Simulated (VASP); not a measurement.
The system is Ag.

```
Ag
1.0
     1.44487    0.83420    6.95974
    -1.44487    0.83420    6.95974
     0.00000   -1.66839    6.95974
Ag
3
Direct
  0.00000 0.00000 0.00000
  0.77768 0.77768 0.77768
  0.22232 0.22232 0.22232
```

- Program: VASP 6.6.1
- Task: relaxation of cell and atoms
- Functional: PBEsol
- Potentials or basis: VASP PAW PBE potentials, release 64 (Ag)
- Cutoff: 600 eV
- k mesh: 9 × 9 × 9
- Occupations: gaussian, width 0.1 eV
- Spin: no spin polarisation

At the start: pressure -1.1 GPa; volume 16.78 Å³/atom.

Problem. Where does the relaxation end?

Solution. Over 5 steps the energy falls by 4.5 meV/atom and the volume is 16.61 Å³/atom (-1.0 %); space group R-3m (No. 166, to 0.05 Å).

Step by step:
```
step  energy change (eV)  largest force (eV/Å)  pressure (GPa)  volume (Å³)
   1              0.0000                0.0006           -1.08        50.33
   2             -0.0111                0.0045            0.80        49.51
   3             -0.0111                0.0039            1.01        49.45
   4             -0.0132                0.0029           -0.24        49.94
   5             -0.0134                0.0032            0.07        49.83
```

Final structure:
```
Ag
1.0
     1.42596    0.82328    7.07410
    -1.42596    0.82328    7.07410
     0.00000   -1.64655    7.07410
Ag
3
Cartesian
  0.0000 0.0000 0.0000
  0.0000 0.0000 16.5044
  0.0000 0.0000 4.7179
```

Caveat: the PAW data sets were made with another functional, which shifts forces and pressure a little.
